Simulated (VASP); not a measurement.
Here is a VASP 6.6.1 calculation.

Contents of INCAR:

```
SYSTEM = Mg4FeO3
  PREC = Accurate
  ENCUT = 600
  EDIFF = 1E-6
  ISMEAR = 0
  SIGMA = 0.2
  LREAL = .FALSE.
  LASPH = .TRUE.
  NELM = 200
  ALGO = Normal
  ISIF = 2
  LWAVE = .FALSE.
  LCHARG = .TRUE.
  ISPIN = 2
  MAGMOM = 0 0 0 0 4 0 0 0
  LORBIT = 11
  LMAXMIX = 4
  GGA = PE
  LELF = .TRUE.
  LVHAR = .TRUE.
  NBANDS = 31
  GGA_COMPAT = .FALSE.
```

Contents of KPOINTS:

```
Automatic mesh
0
G
  5 5 2
  0 0 0
```

Contents of POSCAR:

```
Mg4FeO3
1.0
    3.9063041282      0.0000000000      0.0000000000
    0.0000000000      3.9063041282      0.0000000000
    0.0000000000      0.0000000000      7.6795653459
Mg Fe O
4 1 3
Direct
    0.5000000000      0.0000000000      0.1945229093
    0.0000000000      0.5000000000      0.8054770907
    0.5000000000      0.0000000000      0.8054770907
    0.0000000000      0.5000000000      0.1945229093
    0.5000000000      0.5000000000      0.5000000000
    0.0000000000      0.0000000000      0.1952714798
    0.0000000000      0.0000000000      0.8047285202
    0.5000000000      0.5000000000      0.0000000000
```

Potentials or basis: VASP PAW PBE potentials, release 64 (Mg, Fe, O).

Run with:

```bash
$ cat potpaw_PBE.64/Mg/POTCAR potpaw_PBE.64/Fe/POTCAR potpaw_PBE.64/O/POTCAR > POTCAR
$ mpirun -np 1 vasp_std > vasp.out
```

Q: What does it give for the pressure?

A: 0.2 GPa.

Q: Predict the net moment.

A: 2.98 μB per cell.

Q: What does it give for the site moments?

A: Mg -0.00; Fe +2.85; O +0.00, -0.01 (each value once) μB.

Q: What does it give for the largest force?

A: 0.035 eV/Å.

Forces on the atoms (eV/Å):
```
Mg   0.000  0.000  0.035
Mg   0.000  0.000 -0.035
Mg   0.000  0.000 -0.035
Mg   0.000  0.000  0.035
Fe   0.000  0.000  0.000
O    0.000  0.000 -0.031
O    0.000  0.000  0.031
O    0.000  0.000  0.000
```

Caveat: the k points lie up to 0.41 Å⁻¹ apart; a cell with one magnetic atom can't hold antiferromagnetic order, which such compounds often take.
